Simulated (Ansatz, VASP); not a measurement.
# One calculation of KCl, two programs

INCAR

```
SYSTEM = KCl
  PREC = Accurate
  ENCUT = 520
  EDIFF = 1E-8
  ISMEAR = -1
  SIGMA = 0.05
  LREAL = .False.
  LASPH = .True.
  NELM = 80
  ALGO = Normal
  ISIF = 2
  LWAVE = .False.
  LCHARG = .False.
  GGA = PE
  LEFG = .True.
  NBANDS = 15
```

Contents of KPOINTS:

```
Automatic mesh
0
Gamma
  13 13 13
  0 0 0
```

The input POSCAR:

```
KCl
1.0
    0.0000000000      3.1463510734      3.1463510734
    3.1463510734      0.0000000000      3.1463510734
    3.1463510734      3.1463510734      0.0000000000
K Cl
1 1
Direct
    0.0000000000      0.0000000000      0.0000000000
    0.5000000000      0.5000000000      0.5000000000
```

Input for Ansatz:

```yaml
crystal:
  lattice:
    - [0.0, 3.1463510734, 3.1463510734]
    - [3.1463510734, 0.0, 3.1463510734]
    - [3.1463510734, 3.1463510734, 0.0]
  atoms:
    - { symbol: K, position: [0.0, 0.0, 0.0] }
    - { symbol: Cl, position: [0.5, 0.5, 0.5] }
kpoints:
  mp_grid: { grid: [13, 13, 13] }
scf:
  occupations: { method: fermi_dirac, width: 0.05 }
hamiltonian:
  xc: pbe
  pseudopotentials: { kind: all_electron, datasets: crystal }
output:
  forces: true
  stress: true
  eigenvalues: true
  efg: { contact_densities: true }
```

Change from the starting cell: volume scaled by 0.96, crystal datasets.

Alike in both runs: task electric field gradients; functional PBE; k mesh 13 × 13 × 13; occupations fermi-dirac, width 0.05 eV; no spin polarisation.

|  | VASP | Ansatz |
| --- | --- | --- |
| version | VASP 6.6.1 | Ansatz 0.2.0 |
| potentials or method | VASP PAW PBE potentials, release 64 (K_sv, Cl), cutoff 520 eV | all-electron PAW with datasets made for the crystal, scalar-relativistic |

|  | VASP | Ansatz | Ansatz less VASP |
| --- | --- | --- | --- |
| gap on the k mesh at the Fermi level (eV) | 5.19 | 5.19 | +0.002 |
| pressure (GPa) | 0.8 | 0.8 | -0.02 |

Ansatz ran all-electron here, and VASP with PAW potentials.
